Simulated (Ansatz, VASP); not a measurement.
Si2Ni: VASP beside Ansatz

```
CELL_PARAMETERS angstrom
0.00000 2.72412 2.72412
2.72412 0.00000 2.72412
2.72412 2.72412 0.00000
ATOMIC_POSITIONS crystal
Si 0.25000 0.25000 0.25000
Si 0.75000 0.75000 0.75000
Ni 0.00000 0.00000 0.00000
```

Alike in both runs: task relaxation of cell and atoms; functional PBE; k mesh 14 × 14 × 14; occupations gaussian, width 0.1 eV; no spin polarisation.

```csv
,VASP,Ansatz
version,VASP 6.6.1,Ansatz 0.2.0
potentials or method,"VASP PAW PBE potentials, release 64 (Si, Ni), cutoff 600 eV","scalar-relativistic, plane waves, PAW"
valence electrons in the cell,18,26
```

VASP gave:

| Quantity | Value |
| --- | --- |
| gap on the k mesh at the Fermi level, each at its own relaxed structure (eV) | none |
| relaxed volume (Å³/atom) | 13.46 |
| relaxed cell length with the largest relative difference (Å) | 3.851 |

Question: Which values does Ansatz return?

Answer: gap on the k mesh at the Fermi level, each at its own relaxed structure (eV): none; relaxed volume (Å³/atom): 13.47; relaxed cell length with the largest relative difference (Å): 3.852.

A gap of «none» marks a metal or a gap that the smearing closes. VASP's potentials hold 18 valence electrons a cell and Ansatz's 26, so a difference there can come from the potentials and not from the codes.
